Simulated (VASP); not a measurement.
# PbSe in VASP: a series of runs, part 2 of 2

VASP 6.6.1.

### Step 4. Single point, PBE (one atom moved)

INCAR reads:

```
SYSTEM = PbSe
PREC = Accurate ; ENCUT = 520
EDIFF = 1E-7 ; ISMEAR = 0
SIGMA = 0.05 ; LREAL = .FALSE.
LASPH = .TRUE. ; NELM = 80
ALGO = Normal ; ISIF = 2
LWAVE = .FALSE. ; LCHARG = .FALSE.
GGA = PE ; NBANDS = 17
```

KPOINTS reads:

```
regular mesh
0
G
  10 10 10
  0 0 0
```

POSCAR reads:

```
PbSe
1.0
    0.0000000000      3.0621500000      3.0621500000
    3.0621500000      0.0000000000      3.0621500000
    3.0621500000      3.0621500000      0.0000000000
Pb Se
1 1
Direct
    0.0000000000      0.0000000000      0.0000000000
    0.4853044430      0.5146955570      0.5146955570
```

Potentials or basis: VASP PAW PBE potentials, release 64 (Pb_d, Se).

Command:

```console
$ cat potpaw_PBE.64/Pb_d/POTCAR potpaw_PBE.64/Se/POTCAR > POTCAR
$ mpirun -np 1 vasp_std > vasp.out
```

OUTCAR:

```text
SYSTEM = PbSe
   PREC = Accurate
   ENCUT = 520
   EDIFF = 1E-7
   ISMEAR = 0
   LREAL = .FALSE.
   LASPH = .TRUE.
   NELM = 80
   ISIF = 2
   GGA = PE

 ion  position               nearest neighbor table
   1  0.000  0.000  0.000-   2 2.97   2 3.06   2 3.06   2 3.06   2 3.06   2 3.15
   2  0.485  0.515  0.515-   1 2.97   1 3.06   1 3.06   1 3.06   1 3.06   1 3.15

  LATTYP: Found a face centered cubic cell.
 ALAT       =     6.1243000000

  Lattice vectors:

 A1 = (   0.0000000000,   3.0621500000,   3.0621500000)
 A2 = (   3.0621500000,   0.0000000000,   3.0621500000)
 A3 = (   3.0621500000,   3.0621500000,   0.0000000000)

Analysis of symmetry for initial positions (statically):
=====================================================================
 Subroutine PRICEL returns:
 Original cell was already a primitive cell.

 Routine SETGRP: Setting up the symmetry group for a
 face centered cubic supercell.

 Subroutine GETGRP returns: Found  8 space group operations
 (whereof  8 operations were pure point group operations)
 out of a pool of 48 trial point group operations.

The static configuration has the point symmetry C_4v.

Analysis of symmetry for dynamics (positions and initial velocities):
=====================================================================
 Subroutine PRICEL returns:
 Original cell was already a primitive cell.

 Routine SETGRP: Setting up the symmetry group for a
 face centered cubic supercell.

 Subroutine GETGRP returns: Found  8 space group operations
 (whereof  8 operations were pure point group operations)
 out of a pool of 48 trial point group operations.

The dynamic configuration has the point symmetry C_4v.

 Subroutine INISYM returns: Found  8 space group operations
 (whereof  8 operations are pure point group operations),
 and found     1 'primitive' translations

----------------------------------------------------------------------------------------

                                     Primitive cell

  volume of cell :      57.4261

  direct lattice vectors                    reciprocal lattice vectors
     0.000000000  3.062150000  3.062150000    -0.163283967  0.163283967  0.163283967
     3.062150000  0.000000000  3.062150000     0.163283967 -0.163283967  0.163283967
     3.062150000  3.062150000  0.000000000     0.163283967  0.163283967 -0.163283967

  length of vectors
     4.330534060  4.330534060  4.330534060     0.282816127  0.282816127  0.282816127

  position of ions in fractional coordinates (direct lattice)
     0.000000000  0.000000000  0.000000000
     0.485304443  0.514695557  0.514695557

  ion indices of the primitive-cell ions
   primitive index   ion index
                 1           1
                 2           2

----------------------------------------------------------------------------------------

 KPOINTS: regular mesh

Automatic generation of k-mesh.
 Grid dimensions read from file:
 generate k-points for:   10   10   10

 Generating k-lattice:

  Cartesian coordinates                     Fractional coordinates (reciprocal lattice)
    -0.016328397  0.016328397  0.016328397     0.100000000  0.000000000  0.000000000
     0.016328397 -0.016328397  0.016328397     0.000000000  0.100000000  0.000000000
     0.016328397  0.016328397 -0.016328397     0.000000000  0.000000000  0.100000000

  Length of vectors
     0.028281613  0.028281613  0.028281613

  Shift w.r.t. Gamma in fractional coordinates (k-lattice)
     0.000000000  0.000000000  0.000000000

 Subroutine IBZKPT returns following result:
 ===========================================

 Found    102 irreducible k-points:

 Following reciprocal coordinates:
            Coordinates               Weight
  0.000000  0.000000  0.000000      1.000000
  0.100000  0.000000  0.000000      8.000000
  0.200000  0.000000  0.000000      8.000000
  0.300000  0.000000  0.000000      8.000000
  0.400000  0.000000  0.000000      8.000000
  0.500000  0.000000  0.000000      4.000000
[... 16 lines left out ...]
 -0.100000  0.100000  0.000000      8.000000
  0.000000 -0.100000  0.100000      4.000000
 [... further k-points ...]
   k-points           NKPTS =    102   k-points in BZ     NKDIM =    102   number of bands    NBANDS=     17
   number of dos      NEDOS =    301   number of ions     NIONS =      2
   total plane-waves  NPLWV =  32768
   dimension x,y,z NGX =    32 NGY =   32 NGZ =   32
   dimension x,y,z NGXF=    64 NGYF=   64 NGZF=   64
   ions per type =               1   1
   NGX,Y,Z   is equivalent  to a cutoff of  12.28, 12.28, 12.28 a.u.
   NGXF,Y,Z  is equivalent  to a cutoff of  24.57, 24.57, 24.57 a.u.
 SYSTEM =  PbSe
   PREC   = accura    normal or accurate (medium, high low for compatibility)
   ISTART =      0    job   : 0-new  1-cont  2-samecut
   ICHARG =      2    charge: 1-file 2-atom 10-const
   ISPIN  =      1    spin polarized calculation?
   LNONCOLLINEAR =      F non collinear calculations
   LSORBIT =      F    spin-orbit coupling
   LASPH  =      T    aspherical Exc in radial PAW
   ENCUT  =  520.0 eV  38.22 Ry    6.18 a.u.   8.05  8.05  8.05*2*pi/ulx,y,z
   NELM   =     80;   NELMIN=  2; NELMDL= -5     # of ELM steps
   EDIFF  = 0.1E-06   stopping-criterion for ELM
   LREAL  =      F    real-space projection
   EDIFFG = 0.1E-05   stopping-criterion for IOM
   NSW    =      0    number of steps for IOM
   IBRION =     -1    ionic relax: 0-MD 1-quasi-New 2-CG
   NFREE  =      0    steps in history (QN), initial steepest desc. (CG)
   ISIF   =      2    stress and relaxation
   ISYM   =      2    0-nonsym 1-usesym 2-fastsym
   POTIM  = 0.5000    time-step for ionic-motion
   TEBEG  =    0.0;   TEEND  =   0.0 temperature during run
   PSTRESS=    0.0 pullay stress
   NELECT =      20.0000    total number of electrons
   NUPDOWN=      -1.0000    fix difference up-down
   EMIN   =  10.00;   EMAX   =-10.00  energy-range for DOS
   EFERMI =   0.00;   METHOD = LEGACY
   ISMEAR =     0;   SIGMA  =   0.05  broadening in eV -4-tet -1-fermi 0-gaus
   EFERMI_NEDOS =   21; number of points for ismear=-14 and -15
   IALGO  =     38    algorithm
   IMIX   =      4    mixing-type and parameters
     AMIX     =   0.40;   BMIX     =  1.00
     AMIX_MAG =   1.60;   BMIX_MAG =  1.00
  volume/ion in A,a.u.               =      28.71       193.77
  Fermi-wavevector in a.u.,A,eV,Ry     =   1.151812  2.176610 18.050462  1.326672
  Thomas-Fermi vector in A             =   2.288467
   LORBIT       =      0    0 simple, 1 ext, 2 COOP (PROOUT), +10 PAW based schemes
   GGA     = PE    functional components
   LHFCALC =     F    Hartree Fock is set to
   AEXX    =    0.0000 exact exchange contribution
   IVDW    =     0    specifies the selected vdW correction
   LEPSILON=     F    determine dielectric tensor
   LRPA    =     F    only Hartree local field effects (RPA)
 non-spin polarized calculation
 Gauss-broadening in eV      SIGMA  =   0.05
  energy-cutoff  :      520.00
  volume of cell :       57.43
 maximum number of plane-waves:      1572
   NGX = 17   NGY = 17   NGZ = 17

 number of electron      19.9999999 magnetization

 Free energy of the ion-electron system (eV)
  ---------------------------------------------------
  ext. energy  EPLUGINS =         0.00000000
  ---------------------------------------------------
  free energy    TOTEN  =        -8.17600542 eV

  energy without entropy =       -8.17600542  energy(sigma->0) =       -8.17600542

 E-fermi :   5.2010     XC(G=0):  -9.5214

 val. band max:        5.0019982647   @ k =   0.5000   0.0000   0.0000
 cond. band min:       5.4028595781   @ k =   0.5000   0.0000   0.0000
 fundamental gap:      0.4008613133
 Fermi energy:         5.2010304977

 k-point     1 :       0.0000    0.0000    0.0000
  band No.  band energies     occupation
      1     -11.7796      2.00000
      2     -11.7780      2.00000
      3     -11.7780      2.00000
      4     -11.7754      2.00000
      5     -11.7751      2.00000
      6      -8.5400      2.00000
[... 9 lines left out ...]
     16      11.6218      0.00000
     17      13.2296      0.00000
[... 441 lines left out ...]
 k-point    24 :       0.0000   -0.1000    0.1000
  band No.  band energies     occupation
      1     -11.7819      2.00000
      2     -11.7815      2.00000
      3     -11.7773      2.00000
      4     -11.7734      2.00000
      5     -11.7683      2.00000
      6      -8.3400      2.00000
[... 9 lines left out ...]
     16      12.5800      0.00000
     17      14.0903      0.00000

 [... further k-points ...]

------------------------ aborting loop because EDIFF is reached ----------------------------------------

  FORCE on cell =-STRESS in cart. coord.  units (eV):
  Direction    XX          YY          ZZ          XY          YZ          ZX
  --------------------------------------------------------------------------------------
  -------------------------------------------------------------------------------------
  Total        0.9595057      0.8357199      0.8357199      0.0000000     -0.0000000      0.0000000
  in kB       26.7700238     23.3164243     23.3164243      0.0000000     -0.0000000      0.0000000
  external PRESSURE =      24.4676241 kB  Pullay stress =       0.0000000 kB

 VOLUME and BASIS-vectors are now :
 -----------------------------------------------------------------------------
  energy-cutoff  :      520.00
  volume of cell :       57.43
      direct lattice vectors                 reciprocal lattice vectors
     0.000000000  3.062150000  3.062150000    -0.163283967  0.163283967  0.163283967
     3.062150000  0.000000000  3.062150000     0.163283967 -0.163283967  0.163283967
     3.062150000  3.062150000  0.000000000     0.163283967  0.163283967 -0.163283967

 POSITION                                       TOTAL-FORCE (eV/Angst)
 -----------------------------------------------------------------------------------
      0.00000      0.00000      0.00000         0.068855      0.000000      0.000000
      3.15215      3.06215      3.06215        -0.068855      0.000000      0.000000
 -----------------------------------------------------------------------------------
    total drift:                                0.000093      0.000000      0.000000

  FREE ENERGIE OF THE ION-ELECTRON SYSTEM (eV)
  ---------------------------------------------------
  free  energy   TOTEN  =        -8.1760054154 eV

  energy  without entropy=       -8.1760054154  energy(sigma->0) =       -8.17600542
```

It took 25 s on 1 thread of Intel Xeon 6975P-C (Granite Rapids), shared host; peak memory 0.24 GiB.

What came out:

- Free energy: -8.1760 eV
- Pressure: 2.4 GPa
- Largest force: 0.069 eV/Å
- Band gap on the k mesh: 0.40 eV, direct

Forces in eV/Å, atoms in the order of the input:
```
Pb   0.069  0.000  0.000
Se  -0.069  0.000  0.000
```

Stress tensor (GPa, compression positive):
```
2.68 0.00 0.00
0.00 2.33 0.00
0.00 0.00 2.33
```

Levels at points of the mesh, in eV from the valence-band top:
| k point | band 6 | band 7 | band 8 | band 9 | band 10 | band 11 | band 12 | band 13 | band 14 | band 15 |
| --- | --- | --- | --- | --- | --- | --- | --- | --- | --- | --- |
| (0.00, 0.00, 0.00) | -13.54 | -6.25 | -1.84 | -1.82 | -1.82 | 4.70 | 4.70 | 4.77 | 6.57 | 6.62 |
| (0.50, 0.00, 0.00) | -12.48 | -8.74 | -1.45 | -1.42 | 0.00 | 0.40 | 1.76 | 1.79 | 8.58 | 10.20 |
| (0.50, 0.50, 0.00) | -12.11 | -7.33 | -4.92 | -3.18 | -3.17 | 3.68 | 5.68 | 5.72 | 6.09 | 11.33 |
| (0.00, 0.50, 0.50) | -12.10 | -7.38 | -4.88 | -3.18 | -3.18 | 3.75 | 5.66 | 5.66 | 6.11 | 11.33 |

Caveat: the cell differs from its parent crystal (one atom moved); spin-orbit coupling is left out, which moves the levels of the heavy elements.

### Step 5. Summary

| cell | gap on the mesh (eV) | pressure (GPa) |
| --- | --- | --- |
| a = 4.501 Å, angles 60.0°, 2 atoms | 0.62 | -2.8 |
| a = 4.538 Å, angles 60.0°, 2 atoms | 0.67 | -3.6 |
| a = 4.331 Å, angles 60.0°, 2 atoms | 0.40 | 2.4 |

Alike in all rows: task single point; level PBE; potentials or basis VASP PAW PBE potentials, release 64 (Pb_d, Se); no spin polarisation; k mesh 10 × 10 × 10; cutoff (eV) 520; smearing gaussian 0.05 eV.

Caveats: spin-orbit coupling is left out, which moves the levels of the heavy elements.

Absolute energies hang on the potentials; compare differences alone.
